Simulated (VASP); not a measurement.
# Au in VASP: relaxation of the atoms with PBE+D3(BJ)

Aim: the relaxation of the atoms of Au with PBE+D3(BJ).

Program: VASP 6.6.1. These are calculated values, not measurements. Logs are shortened: lines on timing, memory, paths and dates and some standing lists are left out, and cuts for length are marked.

### 1 The cell of the first run

The cell holds a slab with vacuum, 4 atoms: a = 2.901 Å, b = 2.901 Å, c = 24.107 Å, α = 90.00°, β = 90.00°, γ = 120.00°.

### 2 Relaxation of the atoms, PBE+D3(BJ)

INCAR

```
ALGO = Normal
DIPOL = 0.5 0.5 0.500
EDIFF = 1E-7
EDIFFG = -0.03
ENCUT = 520
GGA = PE
IBRION = 2
IDIPOL = 3
ISIF = 2
ISMEAR = 0
IVDW = 12
LASPH = True
LCHARG = False
LDIPOL = True
LREAL = False
LWAVE = False
NELM = 80
NSW = 90
PREC = Accurate
SIGMA = 0.1
```

KPOINTS

```
k-points
0
Gamma
  12 12 1
```

POSCAR

```
Au
1.0
    2.9014064944      0.0000000000      0.0000000000
   -1.4507032472      2.5126917308      0.0000000000
    0.0000000000      0.0000000000     24.1069654476
Au
4
Selective dynamics
Direct
    0.6666666667      0.3333333333      0.3525951874  F F F
    0.3333333333      0.6666666667      0.4508650625  F F F
    0.0000000000      0.0000000000      0.5491349375  T T T
    0.6666666667      0.3333333333      0.6474048126  T T T
```

Potentials or basis: VASP PAW PBE potentials, release 64 (Au).

Command:

```bash
$ cat potpaw_PBE.64/Au/POTCAR > POTCAR
$ mpirun -np 1 vasp_std > vasp.out
```

OUTCAR:

```text
EDIFF = 1E-7
   EDIFFG = -0.03
   ENCUT = 520
   GGA = PE
   IBRION = 2
   ISIF = 2
   ISMEAR = 0
   IVDW = 12
   LASPH = True
   LREAL = False
   NELM = 80
   NSW = 90
   PREC = Accurate
 IVDW          = 12

 ion  position               nearest neighbor table
   1  0.667  0.333  0.353-   2 2.90   2 2.90   2 2.90
   2  0.333  0.667  0.451-   3 2.90   3 2.90   3 2.90   1 2.90   1 2.90   1 2.90
   3  0.000  0.000  0.549-   2 2.90   2 2.90   2 2.90   4 2.90   4 2.90   4 2.90
   4  0.667  0.333  0.647-   3 2.90   3 2.90   3 2.90

  LATTYP: Found a hexagonal cell.
 ALAT       =     2.9014064944
 C/A-ratio  =     8.3087169944

  Lattice vectors:

 A1 = (   2.9014064944,   0.0000000000,   0.0000000000)
 A2 = (  -1.4507032472,   2.5126917308,   0.0000000000)
 A3 = (   0.0000000000,   0.0000000000,  24.1069654476)

Analysis of symmetry for initial positions (statically):
=====================================================================
 Subroutine PRICEL returns:
 Original cell was already a primitive cell.

 Routine SETGRP: Setting up the symmetry group for a
 hexagonal supercell.

 Subroutine GETGRP returns: Found 12 space group operations
 (whereof  6 operations were pure point group operations)
 out of a pool of 24 trial point group operations.

The static configuration has the point symmetry C_3v.
 The point group associated with its full space group is D_3d.

Analysis of symmetry for dynamics (positions and initial velocities):
=====================================================================
 Subroutine PRICEL returns:
 Original cell was already a primitive cell.

 Routine SETGRP: Setting up the symmetry group for a
 hexagonal supercell.

 Subroutine GETGRP returns: Found 12 space group operations
 (whereof  6 operations were pure point group operations)
 out of a pool of 24 trial point group operations.

The dynamic configuration has the point symmetry C_3v.
 The point group associated with its full space group is D_3d.

Analysis of constrained symmetry for selective dynamics:
=====================================================================
 Subroutine PRICEL returns:
 Original cell was already a primitive cell.

 Routine SETGRP: Setting up the symmetry group for a
 hexagonal supercell.

 Subroutine GETGRP returns: Found  6 space group operations
 (whereof  6 operations were pure point group operations)
 out of a pool of 24 trial point group operations.

The constrained configuration has the point symmetry C_3v.

 Subroutine INISYM returns: Found  6 space group operations
 (whereof  6 operations are pure point group operations),
 and found     1 'primitive' translations

----------------------------------------------------------------------------------------

                                     Primitive cell

  volume of cell :     175.7480

  direct lattice vectors                    reciprocal lattice vectors
     2.901406494  0.000000000  0.000000000     0.344660427  0.198989790  0.000000000
    -1.450703247  2.512691731  0.000000000     0.000000000  0.397979580  0.000000000
     0.000000000  0.000000000 24.106965448     0.000000000  0.000000000  0.041481787

  length of vectors
     2.901406494  2.901406494 24.106965448     0.397979580  0.397979580  0.041481787

  position of ions in fractional coordinates (direct lattice)
     0.666666667  0.333333333  0.352595187
     0.333333333  0.666666667  0.450865063
     0.000000000  0.000000000  0.549134937
     0.666666667  0.333333333  0.647404813

  ion indices of the primitive-cell ions
   primitive index   ion index
                 1           1
                 2           2
                 3           3
                 4           4

----------------------------------------------------------------------------------------

 KPOINTS: k-points

Automatic generation of k-mesh.
 Grid dimensions read from file:
 generate k-points for:   12   12    1

 Generating k-lattice:

  Cartesian coordinates                     Fractional coordinates (reciprocal lattice)
     0.028721702  0.016582483  0.000000000     0.083333333  0.000000000  0.000000000
     0.000000000  0.033164965  0.000000000     0.000000000  0.083333333  0.000000000
     0.000000000  0.000000000  0.041481787     0.000000000  0.000000000  1.000000000

  Length of vectors
     0.033164965  0.033164965  0.041481787

  Shift w.r.t. Gamma in fractional coordinates (k-lattice)
     0.000000000  0.000000000  0.000000000

 Subroutine IBZKPT returns following result:
 ===========================================

 Found     19 irreducible k-points:

 Following reciprocal coordinates:
            Coordinates               Weight
  0.000000  0.000000  0.000000      1.000000
  0.083333  0.000000  0.000000      6.000000
  0.166667  0.000000  0.000000      6.000000
  0.250000  0.000000  0.000000      6.000000
  0.333333  0.000000  0.000000      6.000000
  0.416667  0.000000  0.000000      6.000000
[... 11 lines left out ...]
  0.333333  0.250000  0.000000     12.000000
  0.333333  0.333333  0.000000      2.000000
   k-points           NKPTS =     19   k-points in BZ     NKDIM =     19   number of bands    NBANDS=     26
   number of dos      NEDOS =    301   number of ions     NIONS =      4
   total plane-waves  NPLWV = 103680
   dimension x,y,z NGX =    24 NGY =   24 NGZ =  180
   dimension x,y,z NGXF=    48 NGYF=   48 NGZF=  360
   ions per type =               4
   NGX,Y,Z   is equivalent  to a cutoff of  13.75, 13.75, 12.41 a.u.
   NGXF,Y,Z  is equivalent  to a cutoff of  27.50, 27.50, 24.83 a.u.
 SYSTEM =  unknown system
   PREC   = accura    normal or accurate (medium, high low for compatibility)
   ISTART =      0    job   : 0-new  1-cont  2-samecut
   ICHARG =      2    charge: 1-file 2-atom 10-const
   ISPIN  =      1    spin polarized calculation?
   LNONCOLLINEAR =      F non collinear calculations
   LSORBIT =      F    spin-orbit coupling
   LASPH  =      T    aspherical Exc in radial PAW
   ENCUT  =  520.0 eV  38.22 Ry    6.18 a.u.   5.39  5.39 44.82*2*pi/ulx,y,z
   NELM   =     80;   NELMIN=  2; NELMDL= -5     # of ELM steps
   EDIFF  = 0.1E-06   stopping-criterion for ELM
   LREAL  =      F    real-space projection
   EDIFFG = -.3E-01   stopping-criterion for IOM
   NSW    =     90    number of steps for IOM
   IBRION =      2    ionic relax: 0-MD 1-quasi-New 2-CG
   NFREE  =      1    steps in history (QN), initial steepest desc. (CG)
   ISIF   =      2    stress and relaxation
   ISYM   =      2    0-nonsym 1-usesym 2-fastsym
   POTIM  = 0.5000    time-step for ionic-motion
   TEBEG  =    0.0;   TEEND  =   0.0 temperature during run
   PSTRESS=    0.0 pullay stress
   NELECT =      44.0000    total number of electrons
   NUPDOWN=      -1.0000    fix difference up-down
   EMIN   =  10.00;   EMAX   =-10.00  energy-range for DOS
   EFERMI =   0.00;   METHOD = LEGACY
   ISMEAR =     0;   SIGMA  =   0.10  broadening in eV -4-tet -1-fermi 0-gaus
   EFERMI_NEDOS =   21; number of points for ismear=-14 and -15
   IALGO  =     38    algorithm
   IMIX   =      4    mixing-type and parameters
     AMIX     =   0.40;   BMIX     =  1.00
     AMIX_MAG =   1.60;   BMIX_MAG =  1.00
  volume/ion in A,a.u.               =      43.94       296.50
  Fermi-wavevector in a.u.,A,eV,Ry     =   1.031800  1.949820 14.484921  1.064612
  Thomas-Fermi vector in A             =   2.165966
   LORBIT       =      0    0 simple, 1 ext, 2 COOP (PROOUT), +10 PAW based schemes
   GGA     = PE    functional components
   LHFCALC =     F    Hartree Fock is set to
   AEXX    =    0.0000 exact exchange contribution
   IVDW    =    12    specifies the selected vdW correction
   LEPSILON=     F    determine dielectric tensor
   LRPA    =     F    only Hartree local field effects (RPA)
 conjugate gradient relaxation of ions
 non-spin polarized calculation
 Gauss-broadening in eV      SIGMA  =   0.10
  energy-cutoff  :      520.00
  volume of cell :      175.75
 maximum number of plane-waves:      4817
 NGX is ok and might be reduce to    24
   NGX = 11   NGY = 11   NGZ = 89

--------------------------------------- Ionic step        1  -------------------------------------------

 number of electron      44.0000006 magnetization

 Free energy of the ion-electron system (eV)
  ---------------------------------------------------
  ext. energy  EPLUGINS =         0.00000000
  ---------------------------------------------------
  free energy    TOTEN  =       -12.21963861 eV

  energy without entropy =      -12.20955679  energy(sigma->0) =      -12.21459770

------------------------ aborting loop because EDIFF is reached ----------------------------------------

 Edisp (eV)   -1.98845

 E8    (eV) :    -0.9240

  FORCE on cell =-STRESS in cart. coord.  units (eV):
  Direction    XX          YY          ZZ          XY          YZ          ZX
  --------------------------------------------------------------------------------------
  -------------------------------------------------------------------------------------
  Total      -2.07939    -2.07939     0.19809     0.00000     0.00000    -0.00000
  in kB     -18.95640   -18.95640     1.80585     0.00000     0.00000    -0.00000
  external pressure =      -12.04 kB  Pullay stress =        0.00 kB
[... 61 lines left out ...]
  FREE ENERGIE OF THE ION-ELECTRON SYSTEM (eV)
  ---------------------------------------------------
  free  energy   TOTEN  =       -14.2101694520 eV

  energy  without entropy=      -14.1999967034  energy(sigma->0) =      -14.20508308

 dipolmoment           0.000000      0.000000     -0.001479 electrons x Angstroem

--------------------------------------- Ionic step        3  -------------------------------------------

 number of electron      44.0000005 magnetization

 dipolmoment           0.000000      0.000000      0.000535 electrons x Angstroem

 Free energy of the ion-electron system (eV)
  ---------------------------------------------------
  ext. energy  EPLUGINS =         0.00000000
  ---------------------------------------------------
  free energy    TOTEN  =       -12.22263004 eV

  energy without entropy =      -12.21235263  energy(sigma->0) =      -12.21749134

 E-fermi :   0.5160     XC(G=0):  -5.6715

 val. band max:        0.4932826143   @ k =   0.5000   0.0000   0.0000
 cond. band min:       0.6611423118   @ k =   0.0000   0.0000   0.0000
 fundamental gap:      0.1678596975
 Fermi energy:         0.5160330234

 k-point     1 :       0.0000    0.0000    0.0000
  band No.  band energies     occupation
      1      -8.7106      2.00000
      2      -7.5462      2.00000
      3      -6.5805      2.00000
      4      -6.4990      2.00000
      5      -4.0827      2.00000
      6      -3.9788      2.00000
[... 540 lines left out ...]
     25       5.3121      0.00000
     26       5.3183      0.00000

------------------------ aborting loop because EDIFF is reached ----------------------------------------

 vacuum level on the upper side and lower side of the slab       (xc-potential included)        -0.087        -0.084

 Edisp (eV)   -1.98821

 E8    (eV) :    -0.9239

  FORCE on cell =-STRESS in cart. coord.  units (eV):
  Direction    XX          YY          ZZ          XY          YZ          ZX
  --------------------------------------------------------------------------------------
  -------------------------------------------------------------------------------------
  Total      -2.13209    -2.13209     0.12661     0.00000     0.00000     0.00000
  in kB     -19.43689   -19.43689     1.15425     0.00000     0.00000     0.00000
  external pressure =      -12.57 kB  Pullay stress =        0.00 kB
[... 19 lines left out ...]
  FREE ENERGIE OF THE ION-ELECTRON SYSTEM (eV)
  ---------------------------------------------------
  free  energy   TOTEN  =       -14.2108427790 eV

  energy  without entropy=      -14.2005653673  energy(sigma->0) =      -14.20570407

 reached required accuracy - stopping structural energy minimisation

 vacuum level on the upper side and lower side of the slab         5.532         5.533
```

It took 4.3 min on 1 thread of Oxide Virtual Turin-like, shared host; peak memory 0.32 GiB.

Results:

* Free energy: -14.2108 eV
* Energy gained by relaxing: 0.7 meV/atom
* Ionic steps: 3
* Band gap on the k mesh: zero (bands 22 and 23 overlap by 4.87 eV)
* Dispersion energy per atom: -0.497 eV

The path:
```csv
step,energy change (eV),largest force on free atoms (eV/Å),pressure (GPa)
1,0.0000,0.2143,-1.20
2,-0.0021,0.1085,-1.23
3,-0.0027,0.0080,-1.26
```

Final structure:
```xyz
4
Lattice="2.9014 0.0000 0.0000 -1.4507 2.5127 0.0000 0.0000 0.0000 24.1070" Properties=species:S:1:pos:R:3 pbc="T T T"
Au    1.4507    0.8376    8.5000
Au    0.0000    1.6751   10.8690
Au    0.0000    0.0000   13.2176
Au    1.4507    0.8376   15.6173
```

Caveat: spin-orbit coupling is left out, which moves the levels of the heavy elements.
